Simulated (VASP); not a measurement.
# Al3C2 (R-3m) in VASP: notebook, part 2 of 2

VASP 6.6.1. Earlier steps stand in the parts before.

## (4) Relaxation of cell and atoms, PBE

This run uses another cell than the first one, of 14.01 Å³/atom.

Contents of INCAR:

```
PREC = Accurate
ENCUT = 600
EDIFF = 1E-6
ISMEAR = 0
SIGMA = 0.1
LREAL = False
LASPH = True
NELM = 80
ALGO = Normal
ISIF = 3
LWAVE = False
LCHARG = False
GGA = PE
IBRION = 2
NSW = 90
EDIFFG = -0.04
```

Contents of KPOINTS:

```
regular mesh
0
Gamma
  6 6 6
```

Contents of POSCAR:

```
Al3C2
1.0
    1.6370392000      0.9451450200      7.5433667100
   -1.6370392000      0.9451450200      7.5433667100
    0.0000000000     -1.8902900500      7.5433667100
Al C
3 2
Direct
    0.0000000000      0.0000000000      0.0000000000
    0.2117000100      0.2117000100      0.2117000100
    0.7882999900      0.7882999900      0.7882999900
    0.4007999900      0.4007999900      0.4007999900
    0.5992000100      0.5992000100      0.5992000100
```

On the command line:

```console
$ cat potpaw_PBE.64/Al/POTCAR potpaw_PBE.64/C/POTCAR > POTCAR
$ mpirun -np 1 vasp_std > vasp.out
```

It took 11 min on 1 thread of Intel Xeon 6975P-C (Granite Rapids), shared host; peak memory 0.61 GiB.

Results (log left out):

```
Free energy                           : -28.9276 eV
Relaxed volume                        : 11.47 Å³/atom
Relaxed cell                          : a = 6.994 Å, b = 6.994 Å, c = 6.994 Å, α = 25.86°, β = 25.86°, γ = 25.86°
Space group after relaxing (to 0.1 Å) : R-3m (No. 166)
Energy gained by relaxing             : 486.6 meV/atom
Ionic steps                           : 13
Pressure after relaxing               : 0.1 GPa
Largest force after relaxing          : 0.017 eV/Å
Band gap on the k mesh                : zero (an odd number of electrons rules out a gap without spin polarisation)
```

Forces on the atoms (eV/Å):
```
Al   0.000  0.000  0.000
Al   0.000  0.000 -0.010
Al   0.000  0.000  0.010
C    0.000  0.000 -0.017
C    0.000  0.000  0.017
```

Stress tensor (GPa, compression positive):
```
0.04 0.00 0.00
0.00 0.04 0.00
0.00 0.00 0.29
```

Step by step:
| step | energy change (eV) | largest force (eV/Å) | pressure (GPa) | volume (Å³) |
| --- | --- | --- | --- | --- |
| 1 | 0.0000 | 3.1560 | -22.95 | 70.03 |
| 2 | -1.8559 | 1.5554 | 14.74 | 51.59 |
| 3 | -1.9286 | 1.6147 | 5.22 | 53.98 |
| 4 | -2.2941 | 0.6448 | 3.98 | 54.66 |
| 5 | -2.3795 | 0.3990 | 3.90 | 55.05 |
| 6 | -2.3839 | 0.3430 | 3.97 | 55.22 |
| 7 | -2.3856 | 0.2801 | 3.93 | 55.16 |
| 8 | -2.4175 | 0.2902 | -2.24 | 57.67 |
| 9 | -2.4192 | 0.2790 | -1.18 | 57.20 |
| 10 | -2.4287 | 0.1671 | 0.29 | 57.09 |
| 11 | -2.4288 | 0.1446 | 0.16 | 57.10 |
| 12 | -2.4310 | 0.0979 | 0.14 | 57.18 |
| 13 | -2.4328 | 0.0168 | 0.13 | 57.33 |

Final structure:
```
CELL_PARAMETERS angstrom
1.56499 0.90355 6.75693
-1.56499 0.90355 6.75693
0.00000 -1.80710 6.75693
ATOMIC_POSITIONS crystal
Al 0.00000 0.00000 0.00000
Al 0.22820 0.22820 0.22820
Al 0.77180 0.77180 0.77180
C 0.39516 0.39516 0.39516
C 0.60484 0.60484 0.60484
```

Levels at points of the mesh, in eV from the Fermi level:
| k point | band 5 | band 6 | band 7 | band 8 | band 9 | band 10 | band 11 | band 12 |
| --- | --- | --- | --- | --- | --- | --- | --- | --- |
| (0.00, 0.00, 0.00) | -1.47 | -0.36 | -0.36 | 0.08 | 0.08 | 5.67 | 6.75 | 7.53 |
| (0.50, 0.00, 0.00) | -3.70 | -2.42 | -2.22 | -1.32 | -0.59 | 1.51 | 3.45 | 5.51 |
| (0.50, 0.50, 0.00) | -3.08 | -2.78 | -2.28 | -1.21 | -0.70 | 1.97 | 3.44 | 4.01 |
| (0.50, 0.50, 0.50) | -0.40 | -0.40 | 0.13 | 0.13 | 1.52 | 5.49 | 5.62 | 7.35 |

Caveat: the k points lie up to 0.39 Å⁻¹ apart in the final cell, too coarse for converged energies and pressures of a metal; the volume moved by over 15 % at a fixed basis, so the end points are rough.

## (5) Single point, PBE

Contents of INCAR:

```
PREC     = Accurate       # precision mode
ENCUT    = 520            # plane-wave cutoff, eV
EDIFF    = 1E-6           # SCF threshold, eV
ISMEAR   = 0              # smearing method
SIGMA    = 0.1            # smearing width, eV
LREAL    = False          # projectors in reciprocal space
LASPH    = True           # aspherical terms in the spheres
NELM     = 80             # most SCF steps
ALGO     = Normal         # electronic algorithm
ISIF     = 2              # what is computed and relaxed
LWAVE    = False          # write WAVECAR
LCHARG   = False          # write CHGCAR
GGA      = PE             # functional
NBANDS   = 16             # bands
```

Contents of KPOINTS:

```
regular mesh
0
Gamma
  12 12 12
```

Contents of POSCAR:

```
Al3C2
1.0
    1.5690342756      0.9058823614      6.7393471596
   -1.5690342756      0.9058823614      6.7393471596
    0.0000000000     -1.8117647228      6.7393471596
Al C
3 2
Direct
    0.0000000000      0.0000000000      0.0000000000
    0.2282989626      0.2282989626      0.2282989626
    0.7717010374      0.7717010374      0.7717010374
    0.3953983811      0.3953983811      0.3953983811
    0.6046016189      0.6046016189      0.6046016189
```

Potentials or basis: VASP PAW PBE potentials, release 64 (Al, C).

On the command line:

```console
$ cat potpaw_PBE.64/Al/POTCAR potpaw_PBE.64/C/POTCAR > POTCAR
$ mpirun -np 1 vasp_std > vasp.out
```

OUTCAR:

```text
PREC = Accurate
   ENCUT = 520
   EDIFF = 1E-6
   ISMEAR = 0
   LREAL = False
   LASPH = True
   NELM = 80
   ISIF = 2
   GGA = PE

 ion  position               nearest neighbor table
   1  0.000  0.000  0.000-   5 2.20   5 2.20   4 2.20   4 2.20   5 2.20   4 2.20   2 2.79   3 2.79
                             2 2.79   3 2.79   2 2.79   3 2.79
   2  0.228  0.228  0.228-   5 2.01   5 2.01   5 2.01   1 2.79   1 2.79   1 2.79   3 3.08   3 3.08
                             3 3.08
   3  0.772  0.772  0.772-   4 2.01   4 2.01   4 2.01   1 2.79   1 2.79   1 2.79   2 3.08   2 3.08
                             2 3.08
   4  0.395  0.395  0.395-   3 2.01   3 2.01   3 2.01   1 2.20   1 2.20   1 2.20
[... 664 lines left out ...]
  Total       -0.0143992     -0.0143992     -0.0309852      0.0000000     -0.0000000      0.0000000
  in kB       -0.4013980     -0.4013980     -0.8637574      0.0000000     -0.0000000      0.0000000
  external PRESSURE =      -0.5555178 kB  Pullay stress =       0.0000000 kB

 VOLUME and BASIS-vectors are now :
 -----------------------------------------------------------------------------
  energy-cutoff  :      520.00
  volume of cell :       57.47
      direct lattice vectors                 reciprocal lattice vectors
     1.569034276  0.905882361  6.739347160     0.318667353  0.183982682  0.049460775
    -1.569034276  0.905882361  6.739347160    -0.318667353  0.183982682  0.049460775
     0.000000000 -1.811764723  6.739347160     0.000000000 -0.367965365  0.049460775

 POSITION                                       TOTAL-FORCE (eV/Angst)
 -----------------------------------------------------------------------------------
      0.00000      0.00000      0.00000         0.000000      0.000000      0.000000
      0.00000      0.00000      4.61576         0.000000     -0.000000     -0.001804
      0.00000      0.00000     15.60228         0.000000      0.000000      0.001804
      0.00000      0.00000      7.99418         0.000000      0.000000     -0.001515
      0.00000      0.00000     12.22386         0.000000      0.000000      0.001515
 -----------------------------------------------------------------------------------
    total drift:                                0.000000      0.000000     -0.000000

  FREE ENERGIE OF THE ION-ELECTRON SYSTEM (eV)
  ---------------------------------------------------
  free  energy   TOTEN  =       -28.9291437939 eV

  energy  without entropy=      -28.9180853121  energy(sigma->0) =      -28.92361455
```

Wall time 7.6 min (1 thread of Intel Xeon 6975P-C (Granite Rapids), shared host); peak memory 0.45 GiB.

What came out:

* Free energy: -28.9291 eV
* Pressure: -0.1 GPa
* Band gap on the k mesh: zero (an odd number of electrons rules out a gap without spin polarisation)

Levels at points of the mesh, in eV from the Fermi level:
| k point | band 6 | band 7 | band 8 | band 9 | band 10 | band 11 | band 12 | band 13 |
| --- | --- | --- | --- | --- | --- | --- | --- | --- |
| (0.00, 0.00, 0.00) | -0.39 | -0.39 | 0.05 | 0.05 | 5.59 | 6.68 | 7.59 | 7.59 |
| (0.50, 0.00, 0.00) | -2.40 | -2.23 | -1.34 | -0.56 | 1.53 | 3.39 | 5.56 | 5.89 |
| (0.50, 0.50, 0.00) | -2.75 | -2.30 | -1.23 | -0.66 | 1.98 | 3.42 | 4.04 | 4.91 |
| (0.50, 0.50, 0.50) | -0.43 | 0.10 | 0.10 | 1.58 | 5.49 | 5.54 | 7.27 | 7.27 |

## (6) Summary

```csv
task,cell,k mesh,cutoff (eV),gap on the mesh (eV),pressure (GPa),largest force (eV/Å)
single point,"a = 7.011 Å, angles 25.8°, 5 atoms, atomic positions A",6 × 6 × 6,520,none,-0.1,0.01
single point,"a = 7.777 Å, angles 24.3°, 5 atoms, atomic positions B",6 × 6 × 6,520,none,-22.9,3.16
relaxation of cell and atoms,"relaxed from a = 7.777 Å, angles 24.3°, 5 atoms, atomic positions B",6 × 6 × 6,600,none,0.1,0.02
single point,"a = 6.979 Å, angles 26.0°, 5 atoms, atomic positions C",12 × 12 × 12,520,none,-0.1,-
```

Alike in all rows: level PBE; potentials or basis VASP PAW PBE potentials, release 64 (Al, C); no spin polarisation; smearing gaussian 0.1 eV.

Caveats: some runs use coarse meshes; forces of over 1 eV/Å act on the atoms, so gaps and moduli don't describe the material at rest (at least some runs); the volume moved by over 15 % at a fixed basis, so the end points are rough (at least some runs).

Total energies depend on the potentials used, so only differences within one code and one set of settings carry meaning.
